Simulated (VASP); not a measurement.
# Mo in VASP: relaxation of the atoms with PBEsol

Aim: the relaxation of the atoms of Mo with PBEsol.

Everything below comes from runs of VASP 6.6.1. Logs are shortened: lines on timing, memory, paths and dates and some standing lists are left out, and cuts for length are marked.

**1. The cell of the first run**

The cell holds a slab with vacuum, 4 atoms: a = 3.129 Å, b = 3.129 Å, c = 18.694 Å, α = 90.00°, β = 90.00°, γ = 90.00°.

**2. Relaxation of the atoms, PBEsol**

Contents of INCAR:

```
ALGO = Normal
DIPOL = 0.5 0.5 0.500
EDIFF = 1E-7
EDIFFG = -0.03
ENCUT = 520
GGA = PS
IBRION = 2
IDIPOL = 3
ISIF = 2
ISMEAR = 0
LASPH = T
LCHARG = F
LDIPOL = T
LREAL = F
LWAVE = F
NELM = 60
NSW = 70
PREC = Accurate
SIGMA = 0.1
```

Contents of KPOINTS:

```
k-points
0
Gamma
  9 9 1
```

Contents of POSCAR:

```
Mo
1.0
    3.1294301618      0.0000000000      0.0000000000
    0.0000000000      3.1294301618      0.0000000000
    0.0000000000      0.0000000000     18.6941452427
Mo
4
Selective dynamics
Direct
    0.5000000000      0.5000000000      0.3744487865  F F F
    0.0000000000      0.0000000000      0.4581495955  F F F
    0.5000000000      0.5000000000      0.5418504045  T T T
    0.0000000000      0.0000000000      0.6255512135  T T T
```

Potentials or basis: VASP PAW PBE potentials, release 64 (Mo_sv).

On the command line:

```console
$ cat potpaw_PBE.64/Mo_sv/POTCAR > POTCAR
$ mpirun -np 1 vasp_std > vasp.out
```

OUTCAR:

```text
EDIFF = 1E-7
   EDIFFG = -0.03
   ENCUT = 520
   GGA = PS
   IBRION = 2
   ISIF = 2
   ISMEAR = 0
   LASPH = T
   LREAL = F
   NELM = 60
   NSW = 70
   PREC = Accurate

 ion  position               nearest neighbor table
   1  0.500  0.500  0.374-   2 2.71   2 2.71   2 2.71   2 2.71   3 3.13
   2  0.000  0.000  0.458-   1 2.71   1 2.71   1 2.71   1 2.71   3 2.71   3 2.71   3 2.71   3 2.71
                             4 3.13
   3  0.500  0.500  0.542-   4 2.71   4 2.71   4 2.71   4 2.71   2 2.71   2 2.71   2 2.71   2 2.71
                             1 3.13
   4  0.000  0.000  0.626-   3 2.71   3 2.71   3 2.71   3 2.71   2 3.13

  LATTYP: Found a simple tetragonal cell.
 ALAT       =     3.1294301618
 C/A-ratio  =     5.9736579109

  Lattice vectors:

 A1 = (   3.1294301618,   0.0000000000,   0.0000000000)
 A2 = (   0.0000000000,   3.1294301618,   0.0000000000)
 A3 = (   0.0000000000,   0.0000000000,  18.6941452427)

Analysis of symmetry for initial positions (statically):
=====================================================================
 Subroutine PRICEL returns:
 Original cell was already a primitive cell.

 Routine SETGRP: Setting up the symmetry group for a
 simple tetragonal supercell.

 Subroutine GETGRP returns: Found 16 space group operations
 (whereof  8 operations were pure point group operations)
 out of a pool of 16 trial point group operations.

The static configuration has the point symmetry C_4v.
 The point group associated with its full space group is D_4h.

Analysis of symmetry for dynamics (positions and initial velocities):
=====================================================================
 Subroutine PRICEL returns:
 Original cell was already a primitive cell.

 Routine SETGRP: Setting up the symmetry group for a
 simple tetragonal supercell.

 Subroutine GETGRP returns: Found 16 space group operations
 (whereof  8 operations were pure point group operations)
 out of a pool of 16 trial point group operations.

The dynamic configuration has the point symmetry C_4v.
 The point group associated with its full space group is D_4h.

Analysis of constrained symmetry for selective dynamics:
=====================================================================
 Subroutine PRICEL returns:
 Original cell was already a primitive cell.

 Routine SETGRP: Setting up the symmetry group for a
[... 119 lines left out ...]
     AMIX     =   0.40;   BMIX     =  1.00
     AMIX_MAG =   1.60;   BMIX_MAG =  1.00
  volume/ion in A,a.u.               =      45.77       308.87
  Fermi-wavevector in a.u.,A,eV,Ry     =   1.103042  2.084448 16.554237  1.216702
  Thomas-Fermi vector in A             =   2.239494
   LORBIT       =      0    0 simple, 1 ext, 2 COOP (PROOUT), +10 PAW based schemes
   GGA     = PS    functional components
   LHFCALC =     F    Hartree Fock is set to
   AEXX    =    0.0000 exact exchange contribution
   IVDW    =     0    specifies the selected vdW correction
   LEPSILON=     F    determine dielectric tensor
   LRPA    =     F    only Hartree local field effects (RPA)
 conjugate gradient relaxation of ions
 non-spin polarized calculation
 Gauss-broadening in eV      SIGMA  =   0.10
  energy-cutoff  :      520.00
  volume of cell :      183.08
 maximum number of plane-waves:      4976
 NGX is ok and might be reduce to    24
   NGX = 11   NGY = 11   NGZ = 69

--------------------------------------- Ionic step        1  -------------------------------------------

 number of electron      55.9999998 magnetization

 Free energy of the ion-electron system (eV)
  ---------------------------------------------------
  ext. energy  EPLUGINS =         0.00000000
  ---------------------------------------------------
  free energy    TOTEN  =       -42.40618762 eV

  energy without entropy =      -42.37802636  energy(sigma->0) =      -42.39210699

------------------------ aborting loop because EDIFF is reached ----------------------------------------

  FORCE on cell =-STRESS in cart. coord.  units (eV):
  Direction    XX          YY          ZZ          XY          YZ          ZX
  --------------------------------------------------------------------------------------
  -------------------------------------------------------------------------------------
  Total       -8.0470991     -8.0470991     -5.6328409      0.0000000      0.0000000      0.0000000
  in kB      -70.4228812    -70.4228812    -49.2948930      0.0000000      0.0000000      0.0000000
  external PRESSURE =     -63.3802184 kB  Pullay stress =       0.0000000 kB
[... 247 lines left out ...]
  FREE ENERGIE OF THE ION-ELECTRON SYSTEM (eV)
  ---------------------------------------------------
  free  energy   TOTEN  =       -42.5936005850 eV

  energy  without entropy=      -42.5716107331  energy(sigma->0) =      -42.58260566

 dipolmoment           0.000000      0.000000      0.000626 electrons x Angstroem

--------------------------------------- Ionic step        8  -------------------------------------------

 number of electron      55.9999998 magnetization

 dipolmoment           0.000000      0.000000     -0.002386 electrons x Angstroem

 Free energy of the ion-electron system (eV)
  ---------------------------------------------------
  ext. energy  EPLUGINS =         0.00000000
  ---------------------------------------------------
  free energy    TOTEN  =       -42.59395907 eV

  energy without entropy =      -42.57205013  energy(sigma->0) =      -42.58300460

 E-fermi :   1.6622     XC(G=0):  -5.7814

 val. band max:        1.6601975938   @ k =   0.3333   0.0000   0.0000
 cond. band min:       1.6726720594   @ k =   0.3333   0.2222   0.0000
 fundamental gap:      0.0124744656
 Fermi energy:         1.6622420435

 k-point     1 :       0.0000    0.0000    0.0000
  band No.  band energies     occupation
      1     -59.1831      2.00000
      2     -58.9931      2.00000
      3     -58.7517      2.00000
      4     -58.6134      2.00000
      5     -33.4701      2.00000
      6     -33.4237      2.00000
[... 529 lines left out ...]
     32       3.9368      0.00000
     33       4.1392      0.00000

------------------------ aborting loop because EDIFF is reached ----------------------------------------

 vacuum level on the upper side and lower side of the slab       (xc-potential included)        -0.184        -0.150

  FORCE on cell =-STRESS in cart. coord.  units (eV):
  Direction    XX          YY          ZZ          XY          YZ          ZX
  --------------------------------------------------------------------------------------
  -------------------------------------------------------------------------------------
  Total       -5.9557103     -5.9557103     -2.6734496      0.0000000     -0.0000000      0.0000000
  in kB      -52.1204318    -52.1204318    -23.3962598      0.0000000     -0.0000000      0.0000000
  external PRESSURE =     -42.5457078 kB  Pullay stress =       0.0000000 kB
[... 19 lines left out ...]
  FREE ENERGIE OF THE ION-ELECTRON SYSTEM (eV)
  ---------------------------------------------------
  free  energy   TOTEN  =       -42.5939590689 eV

  energy  without entropy=      -42.5720501314  energy(sigma->0) =      -42.58300460

 reached required accuracy - stopping structural energy minimisation

 vacuum level on the upper side and lower side of the slab         5.428         5.464
```

OSZICAR:

```text
N       E                     dE             d eps       ncg     rms          rms(c)
DAV:   1     0.587611870217E+03    0.58761E+03   -0.35837E+04  1278   0.153E+03
DAV:   2    -0.253877083062E+02   -0.61300E+03   -0.60574E+03  1154   0.458E+02
DAV:   3    -0.466659025711E+02   -0.21278E+02   -0.20646E+02  1348   0.728E+01
[... 128 lines left out ...]
DAV:   5    -0.425939668367E+02    0.36524E-04   -0.59361E-04  1196   0.149E-01    0.317E-02
DAV:   6    -0.425939613380E+02    0.54987E-05   -0.83991E-05  1343   0.574E-02    0.133E-02
DAV:   7    -0.425939595784E+02    0.17596E-05   -0.16599E-05  1278   0.302E-02    0.660E-03
DAV:   8    -0.425939590794E+02    0.49903E-06   -0.39827E-06  1346   0.135E-02    0.248E-03
DAV:   9    -0.425939590689E+02    0.10511E-07   -0.17218E-07   783   0.288E-03
   8 F= -.42593959E+02 E0= -.42583005E+02  d E =-.376804E-03
```

CONTCAR:

```text
Mo
   1.00000000000000
     3.1294301618000002    0.0000000000000000    0.0000000000000000
     0.0000000000000000    3.1294301618000002    0.0000000000000000
     0.0000000000000000    0.0000000000000000   18.6941452426999994
  Mo
     4
Selective dynamics
Direct
     0.5000000000000000    0.5000000000000000    0.3744487864999968   F   F   F
     0.0000000000000000    0.0000000000000000    0.4581495954999966   F   F   F
     0.5000000000000000    0.5000000000000000    0.5442238190925623   T   T   T
     0.0000000000000000    0.0000000000000000    0.6174780551743402   T   T   T

  0.00000000E+00  0.00000000E+00  0.00000000E+00
  0.00000000E+00  0.00000000E+00  0.00000000E+00
  0.00000000E+00  0.00000000E+00  0.00000000E+00
  0.00000000E+00  0.00000000E+00  0.00000000E+00
```

Wall time 8.7 min (1 thread of Intel Xeon Platinum 8259CL at 2.50GHz (Skylake/Cascade Lake), shared host); peak memory 0.3 GiB.

Results:

* Free energy: -42.5940 eV
* Energy gained by relaxing: 46.9 meV/atom
* Ionic steps: 8
* Band gap on the k mesh: zero (bands 28 and 29 overlap by 1.67 eV)

Step by step:
```csv
step,energy change (eV),largest force on free atoms (eV/Å),pressure (GPa)
1,0.0000,1.7211,-6.34
2,-0.1707,0.5529,-5.21
3,-0.1761,0.2358,-4.94
4,-0.1760,0.2821,-4.90
5,-0.1810,0.2410,-4.73
6,-0.1874,0.1042,-4.20
7,-0.1874,0.1043,-4.31
8,-0.1878,0.0029,-4.25
```

Final structure:
```
Mo
1.0
     3.12943    0.00000    0.00000
     0.00000    3.12943    0.00000
     0.00000    0.00000   18.69415
Mo
4
Direct
  0.50000 0.50000 0.37445
  0.00000 0.00000 0.45815
  0.50000 0.50000 0.54422
  0.00000 0.00000 0.61748
```

Levels at points of the mesh, in eV from the Fermi level:
| k point | band 27 | band 28 | band 29 | band 30 | band 31 | band 32 |
| --- | --- | --- | --- | --- | --- | --- |
| (0.00, 0.00, 0.00) | -0.30 | -0.30 | -0.13 | 0.10 | 0.53 | 1.02 |

Caveat: the PAW data sets were made with another functional, which shifts forces and pressure a little.
